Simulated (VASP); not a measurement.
# BiTe (I4mm) in VASP: further runs

Runs on BiTe. Level: PBE. Tasks: single point.

All numbers are computed with VASP 6.6.1; they aren't measurements. Logs are shortened: lines on timing, memory, paths and dates and some standing lists are left out, and cuts for length are marked.

## Step 1: The cell of the first run

It takes space group I4mm (No. 107, tetragonal). The conventional cell has a = 4.598 Å, b = 4.598 Å, c = 6.502 Å, α = 90.00°, β = 90.00°, γ = 90.00°. Within 3.6 Å of Bi (site symmetry 4mm) lie 5 Te at 2.73 to 3.29 Å. Te (site symmetry 4mm) has 5 Bi at 2.73 to 3.29 Å within 3.6 Å.

## Step 2: Single point, PBE (atoms displaced along a vibrational mode)

The input, INCAR:

```
ALGO = Normal ; EDIFF = 1E-7
ENCUT = 520 ; GGA = PE
ISIF = 2 ; ISMEAR = 0
LASPH = True ; LCHARG = False
LREAL = False ; LWAVE = False
NBANDS = 18 ; NELM = 80
PREC = Accurate ; SIGMA = 0.15
```

The input, KPOINTS:

```
k-points
0
Gamma
  12 12 12
```

The input, POSCAR:

```
BiTe
1.0
    0.0000000000      3.2511939987      3.2511939987
    3.2511939987      0.0000000000      3.2511939987
    3.2511939987      3.2511939987      0.0000000000
Bi Te
1 1
Direct
    0.0305179670      0.0305179670     -0.0305179670
    0.4500183625      0.4500183625      0.5499816375
```

Potentials or basis: VASP PAW PBE potentials, release 64 (Bi_d, Te).

The run is started by

```bash
cat potpaw_PBE.64/Bi_d/POTCAR potpaw_PBE.64/Te/POTCAR > POTCAR
mpirun -np 1 vasp_std > vasp.out
```

OUTCAR:

```text
EDIFF = 1E-7
   ENCUT = 520
   GGA = PE
   ISIF = 2
   ISMEAR = 0
   LASPH = True
   LREAL = False
   NELM = 80
   PREC = Accurate

 ion  position               nearest neighbor table
   1  0.031  0.031  0.969-   2 2.73   2 3.29   2 3.29   2 3.29   2 3.29   2 3.77
   2  0.450  0.450  0.550-   1 2.73   1 3.29   1 3.29   1 3.29   1 3.29   1 3.77

  LATTYP: Found a face centered cubic cell.
 ALAT       =     6.5023879974

  Lattice vectors:

 A1 = (   0.0000000000,   3.2511939987,   3.2511939987)
 A2 = (   3.2511939987,   0.0000000000,   3.2511939987)
 A3 = (   3.2511939987,   3.2511939987,   0.0000000000)

Analysis of symmetry for initial positions (statically):
=====================================================================
 Subroutine PRICEL returns:
 Original cell was already a primitive cell.

 Routine SETGRP: Setting up the symmetry group for a
 face centered cubic supercell.

 Subroutine GETGRP returns: Found  8 space group operations
 (whereof  8 operations were pure point group operations)
 out of a pool of 48 trial point group operations.

The static configuration has the point symmetry C_4v.

Analysis of symmetry for dynamics (positions and initial velocities):
=====================================================================
 Subroutine PRICEL returns:
 Original cell was already a primitive cell.

 Routine SETGRP: Setting up the symmetry group for a
 face centered cubic supercell.

 Subroutine GETGRP returns: Found  8 space group operations
 (whereof  8 operations were pure point group operations)
 out of a pool of 48 trial point group operations.

The dynamic configuration has the point symmetry C_4v.

 Subroutine INISYM returns: Found  8 space group operations
 (whereof  8 operations are pure point group operations),
 and found     1 'primitive' translations

----------------------------------------------------------------------------------------

                                     Primitive cell

  volume of cell :      68.7319

  direct lattice vectors                    reciprocal lattice vectors
     0.000000000  3.251193999  3.251193999    -0.153789654  0.153789654  0.153789654
     3.251193999  0.000000000  3.251193999     0.153789654 -0.153789654  0.153789654
     3.251193999  3.251193999  0.000000000     0.153789654  0.153789654 -0.153789654

  length of vectors
     4.597882647  4.597882647  4.597882647     0.266371494  0.266371494  0.266371494

[... 78 lines left out ...]
   ENCUT  =  520.0 eV  38.22 Ry    6.18 a.u.   8.55  8.55  8.55*2*pi/ulx,y,z
   NELM   =     80;   NELMIN=  2; NELMDL= -5     # of ELM steps
   EDIFF  = 0.1E-06   stopping-criterion for ELM
   LREAL  =      F    real-space projection
   EDIFFG = 0.1E-05   stopping-criterion for IOM
   NSW    =      0    number of steps for IOM
   IBRION =     -1    ionic relax: 0-MD 1-quasi-New 2-CG
   NFREE  =      0    steps in history (QN), initial steepest desc. (CG)
   ISIF   =      2    stress and relaxation
   ISYM   =      2    0-nonsym 1-usesym 2-fastsym
   POTIM  = 0.5000    time-step for ionic-motion
   TEBEG  =    0.0;   TEEND  =   0.0 temperature during run
   PSTRESS=    0.0 pullay stress
   NELECT =      21.0000    total number of electrons
   NUPDOWN=      -1.0000    fix difference up-down
   EMIN   =  10.00;   EMAX   =-10.00  energy-range for DOS
   EFERMI =   0.00;   METHOD = LEGACY
   ISMEAR =     0;   SIGMA  =   0.15  broadening in eV -4-tet -1-fermi 0-gaus
   EFERMI_NEDOS =   21; number of points for ismear=-14 and -15
   IALGO  =     38    algorithm
   IMIX   =      4    mixing-type and parameters
     AMIX     =   0.40;   BMIX     =  1.00
     AMIX_MAG =   1.60;   BMIX_MAG =  1.00
  volume/ion in A,a.u.               =      34.37       231.91
  Fermi-wavevector in a.u.,A,eV,Ry     =   1.102626  2.083662 16.541758  1.215785
  Thomas-Fermi vector in A             =   2.239072
   LORBIT       =      0    0 simple, 1 ext, 2 COOP (PROOUT), +10 PAW based schemes
   GGA     = PE    functional components
   LHFCALC =     F    Hartree Fock is set to
   AEXX    =    0.0000 exact exchange contribution
   IVDW    =     0    specifies the selected vdW correction
   LEPSILON=     F    determine dielectric tensor
   LRPA    =     F    only Hartree local field effects (RPA)
 non-spin polarized calculation
 Gauss-broadening in eV      SIGMA  =   0.15
  energy-cutoff  :      520.00
  volume of cell :       68.73
 maximum number of plane-waves:      1874
 NGX is ok and might be reduce to    36
   NGX = 17   NGY = 17   NGZ = 17

 number of electron      20.9999999 magnetization

 Free energy of the ion-electron system (eV)
  ---------------------------------------------------
  ext. energy  EPLUGINS =         0.00000000
  ---------------------------------------------------
  free energy    TOTEN  =        -6.77456021 eV

  energy without entropy =       -6.75827374  energy(sigma->0) =       -6.76641697

 E-fermi :   6.7830     XC(G=0):  -9.3108

 val. band max:        6.7818517596   @ k =   0.0000   0.4167   0.0833
 cond. band min:       6.7941042416   @ k =   0.0833  -0.1667   0.2500
 fundamental gap:      0.0122524820
 Fermi energy:         6.7829650232

 k-point     1 :       0.0000    0.0000    0.0000
  band No.  band energies     occupation
      1     -16.6889      2.00000
      2     -16.6210      2.00000
      3     -16.6210      2.00000
      4     -16.5552      2.00000
      5     -16.5544      2.00000
      6      -7.2552      2.00000
[... 481 lines left out ...]
      5     -16.5513      2.00000
      6      -6.6174      2.00000
[... 10 lines left out ...]
     17      14.7190      0.00000
     18      16.1039      0.00000

 [... further k-points ...]

------------------------ aborting loop because EDIFF is reached ----------------------------------------

  FORCE on cell =-STRESS in cart. coord.  units (eV):
  Direction    XX          YY          ZZ          XY          YZ          ZX
  --------------------------------------------------------------------------------------
  -------------------------------------------------------------------------------------
  Total        1.0630441      1.0630441      4.3272366      0.0000000      0.0000000      0.0000000
  in kB       24.7801089     24.7801089    100.8701295      0.0000000      0.0000000      0.0000000
  external PRESSURE =      50.1434491 kB  Pullay stress =       0.0000000 kB

 VOLUME and BASIS-vectors are now :
 -----------------------------------------------------------------------------
  energy-cutoff  :      520.00
  volume of cell :       68.73
      direct lattice vectors                 reciprocal lattice vectors
     0.000000000  3.251193999  3.251193999    -0.153789654  0.153789654  0.153789654
     3.251193999  0.000000000  3.251193999     0.153789654 -0.153789654  0.153789654
     3.251193999  3.251193999  0.000000000     0.153789654  0.153789654 -0.153789654

 POSITION                                       TOTAL-FORCE (eV/Angst)
 -----------------------------------------------------------------------------------
      3.25119      3.25119      0.19844         0.000000      0.000000     -2.114005
      3.25119      3.25119      2.92619         0.000000      0.000000      2.114005
 -----------------------------------------------------------------------------------
    total drift:                                0.000000      0.000000      0.000798

  FREE ENERGIE OF THE ION-ELECTRON SYSTEM (eV)
  ---------------------------------------------------
  free  energy   TOTEN  =        -6.7745602069 eV

  energy  without entropy=       -6.7582737408  energy(sigma->0) =       -6.76641697
```

Wall time 2.2 min (1 thread of Intel Xeon Platinum 8259CL at 2.50GHz (Skylake/Cascade Lake), shared host); peak memory 0.35 GiB.

Results:

| Property | Result |
| --- | --- |
| Free energy | -6.7746 eV |
| Pressure | 5.0 GPa |
| Largest force | 2.114 eV/Å |
| Band gap on the k mesh | zero (an odd number of electrons rules out a gap without spin polarisation) |

Forces on the atoms (eV/Å):
```
Bi   0.000  0.000 -2.114
Te   0.000  0.000  2.114
```

Caveat: the cell differs from its parent crystal (atoms displaced along a vibrational mode); the cell stands under pressure; spin-orbit coupling is left out, which moves the levels of the heavy elements; forces of over 1 eV/Å act on the atoms, so gaps and moduli don't describe the material at rest.

## Step 3: Single point, PBE (atoms displaced along a vibrational mode)

The input, INCAR:

```
SYSTEM = BiTe
ALGO     = Normal         ! electronic algorithm
EDIFF    = 1E-6           ! SCF threshold, eV
ENCUT    = 520            ! plane-wave cutoff, eV
GGA      = PE             ! functional
ISIF     = 2              ! what is computed and relaxed
ISMEAR   = 0              ! smearing method
LASPH    = .True.         ! aspherical terms in the spheres
LCHARG   = .False.        ! write CHGCAR
LREAL    = .False.        ! projectors in reciprocal space
LWAVE    = .False.        ! write WAVECAR
NBANDS   = 18             ! bands
NELM     = 80             ! most SCF steps
PREC     = Accurate       ! precision mode
SIGMA    = 0.15           ! smearing width, eV
```

The input, KPOINTS:

```
k-points
0
Gamma
  12 12 12
  0 0 0
```

The input, POSCAR:

```
BiTe
1.0
    0.0000000000      3.2511939987      3.2511939987
    3.2511939987      0.0000000000      3.2511939987
    3.2511939987      3.2511939987      0.0000000000
Bi Te
1 1
Direct
    0.0101695256      0.0101695256     -0.0101695256
    0.4833445805      0.4833445805      0.5166554195
```

Potentials or basis: VASP PAW PBE potentials, release 64 (Bi_d, Te).

The run is started by

```bash
cat potpaw_PBE.64/Bi_d/POTCAR potpaw_PBE.64/Te/POTCAR > POTCAR
mpirun -np 1 vasp_std > vasp.out
```

Run time: 2.2 min. Hardware: 1 thread of Intel Xeon Platinum 8259CL at 2.50GHz (Skylake/Cascade Lake), shared host; peak memory 0.35 GiB.

The run converged. Its results:

| Property | Result |
| --- | --- |
| Free energy | -7.1488 eV |
| Pressure | 0.5 GPa |
| Largest force | 0.413 eV/Å |
| Band gap on the k mesh | zero (an odd number of electrons rules out a gap without spin polarisation) |

Forces on the atoms (eV/Å):
```
Bi   0.000  0.000 -0.413
Te   0.000  0.000  0.413
```

Stress tensor (GPa, compression positive):
```
0.21 0.00 0.00
0.00 0.21 0.00
0.00 0.00 0.94
```

Levels at points of the mesh, in eV from the Fermi level:
```
           k point  band 7  band 8  band 9  band 10  band 11  band 12  band 13  band 14
(0.00, 0.00, 0.00)   -8.20   -2.63   -2.51    -2.51     1.95     1.95     2.15     4.67
(0.50, 0.00, 0.00)  -11.10   -2.14   -1.95    -1.71    -0.76    -0.60    -0.40     7.10
(0.50, 0.50, 0.00)  -10.12   -5.52   -3.98    -3.98     2.27     3.50     3.50     4.88
(0.00, 0.50, 0.50)   -9.96   -5.59   -4.00    -3.94     1.96     3.55     3.76     4.81
```

Caveat: the cell differs from its parent crystal (atoms displaced along a vibrational mode); spin-orbit coupling is left out, which moves the levels of the heavy elements.
